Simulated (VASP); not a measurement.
Input of a VASP 6.6.1 run:

The input POSCAR:

```
GdB
1.0
    0.0000000000      2.6548066399      2.6548066399
    2.6548066399      0.0000000000      2.6548066399
    2.6548066399      2.6548066399      0.0000000000
Gd B
1 1
Direct
    0.5000000000      0.5000000000      0.5000000000
    0.0000000000      0.0000000000      0.0000000000
```

File INCAR.step1:

```
ALGO     = Normal         # electronic algorithm
EDIFF    = 1E-7           # SCF threshold, eV
ENCUT    = 520            # plane-wave cutoff, eV
GGA      = PS             # functional
ISIF     = 2              # what is computed and relaxed
ISMEAR   = 0              # smearing method
ISPIN    = 2              # spin polarisation
LASPH    = T              # aspherical terms in the spheres
LCHARG   = T              # write CHGCAR
LMAXMIX  = 6              # l up to which the mixer works
LREAL    = F              # projectors in reciprocal space
LWAVE    = F              # write WAVECAR
MAGMOM   = 7.8 0          # initial moments
NBANDS   = 22             # bands
NELM     = 150            # most SCF steps
PREC     = Accurate       # precision mode
SIGMA    = 0.05           # smearing width, eV
```

The input KPOINTS.step1:

```
k-points
0
Gamma
  10 10 10
```

The input INCAR.step2:

```
ALGO     = Normal         # electronic algorithm
EDIFF    = 1E-7           # SCF threshold, eV
ENCUT    = 520            # plane-wave cutoff, eV
GGA      = PS             # functional
ICHARG   = 11             # starting density
ISIF     = 2              # what is computed and relaxed
ISMEAR   = -5             # smearing method
ISPIN    = 2              # spin polarisation
LASPH    = T              # aspherical terms in the spheres
LCHARG   = F              # write CHGCAR
LMAXMIX  = 6              # l up to which the mixer works
LORBIT   = 10             # projections on sites
LREAL    = F              # projectors in reciprocal space
LWAVE    = F              # write WAVECAR
MAGMOM   = 7.8 0          # initial moments
NBANDS   = 22             # bands
NEDOS    = 2001           # points of the DOS
NELM     = 150            # most SCF steps
PREC     = Accurate       # precision mode
SIGMA    = 0.05           # smearing width, eV
```

KPOINTS.step2

```
k-points
0
Gamma
  15 15 15
```

Potentials or basis: VASP PAW PBE potentials, release 64 (Gd, B).

Run with:

```bash
$ cat potpaw_PBE.64/Gd/POTCAR potpaw_PBE.64/B/POTCAR > POTCAR
$ cp INCAR.step1 INCAR
$ cp KPOINTS.step1 KPOINTS
$ mpirun -np 1 vasp_std > vasp.out
$ cp INCAR.step2 INCAR
$ cp KPOINTS.step2 KPOINTS
$ mpirun -np 1 vasp_std > vasp.out
```

Estimate the net moment.

8.09 μB per cell.

What does it give for the site moments?

Gd +7.02; B +0.23 μB.

Caveat: a cell with one magnetic atom can't hold antiferromagnetic order, which such compounds often take. The state reached can hang on the start; a lower one may exist.
